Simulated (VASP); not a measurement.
Input of a VASP 6.6.1 run:

Contents of INCAR:

```
SYSTEM = AlGaN
ALGO     = Normal         ! electronic algorithm
EDIFF    = 1E-7           ! SCF threshold, eV
ENCUT    = 520            ! plane-wave cutoff, eV
GGA      = PE             ! functional
ISIF     = 2              ! what is computed and relaxed
ISMEAR   = 0              ! smearing method
LASPH    = .True.         ! aspherical terms in the spheres
LCHARG   = .True.         ! write CHGCAR
LELF     = .True.         ! ELF
LREAL    = .False.        ! projectors in reciprocal space
LVHAR    = .True.       
LWAVE    = .False.        ! write WAVECAR
NBANDS   = 30             ! bands
NELM     = 60             ! most SCF steps
PREC     = Accurate       ! precision mode
SIGMA    = 0.1            ! smearing width, eV
```

KPOINTS

```
k-points
0
Gamma
  12 12 8
  0 0 0
```

The input POSCAR:

```
AlGaN
1.0
    4.4967480042      0.0000000000      0.0000000000
   -2.2483740021      3.8942980060      0.0000000000
    0.0000000000      0.0000000000      4.4860383532
Al Ga N
2 2 2
Direct
    0.3333333333      0.6666666667      0.7500000000
    0.6666666667      0.3333333333      0.2500000000
    0.0000000000      0.0000000000      0.2500000000
    0.0000000000      0.0000000000      0.7500000000
    0.3333333333      0.6666666667      0.2500000000
    0.6666666667      0.3333333333      0.7500000000
```

Potentials or basis: VASP PAW PBE potentials, release 64 (Al, Ga_d, N).

The run is started by

```sh
$ cat potpaw_PBE.64/Al/POTCAR potpaw_PBE.64/Ga_d/POTCAR potpaw_PBE.64/N/POTCAR > POTCAR
$ mpirun -np 1 vasp_std > vasp.out
```

**Question.** What does it give for the pressure?

**Answer.** 0.1 GPa.

**Question.** What does it give for the band gap on the k mesh?

**Answer.** Zero (band 21 reaches 8.67 eV, above the bottom of band 22 at 6.06 eV).

Stress tensor (GPa, compression positive):
```
0.03 0.00 0.00
0.00 0.03 0.00
0.00 0.00 0.18
```
